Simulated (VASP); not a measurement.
Wanted: the native input for a VASP 6.6.1 run.

| Quantity | Value |
| --- | --- |
| Task | single point |
| Functional | LDA |
| Potentials or basis | VASP PAW LDA potentials, release 64 (Ge_d) |
| Cutoff | 520 eV |
| k mesh | 12 × 12 × 1 |
| Occupations | gaussian, width 0.1 eV |
| Spin | no spin polarisation |
| Dipole correction | yes |
| Further INCAR settings | ALGO = Normal; EDIFF = 1e-07; NBANDS = 21 |

The structure of Ge lies in POSCAR:

```
Ge
1.0
    4.0220000000      0.0000000000      0.0000000000
   -2.0110000000      3.4831541740      0.0000000000
    0.0000000000      0.0000000000     28.0000000000
Ge
2
Direct
    0.3333333333      0.6666666667      0.5000000000
    0.6666666667      0.3333333333      0.5000000000
```

One way to write it, as run:

INCAR

```
PREC = Accurate
ENCUT = 520
EDIFF = 1E-7
ISMEAR = 0
SIGMA = 0.1
LREAL = F
LASPH = T
NELM = 60
ALGO = Normal
ISIF = 2
LWAVE = F
LCHARG = F
LDIPOL = T
IDIPOL = 3
DIPOL = 0.5 0.5 0.500
NBANDS = 21
```

KPOINTS

```
Automatic mesh
0
Gamma
  12 12 1
```

Potentials or basis: VASP PAW LDA potentials, release 64 (Ge_d).

Launch:

```bash
$ cat potpaw_LDA.64/Ge_d/POTCAR > POTCAR
$ mpirun -np 1 vasp_std > vasp.out
```

It gave:

```
Band gap on the k mesh : zero (band 14 reaches -3.50 eV, above the bottom of band 15 at -4.60 eV)
```

It took 3.7 min on 1 thread of Intel(R) Xeon(R) Platinum 8375C CPU @ 2.90GHz (Ice Lake) (shared host), peak memory 0.4 GiB.
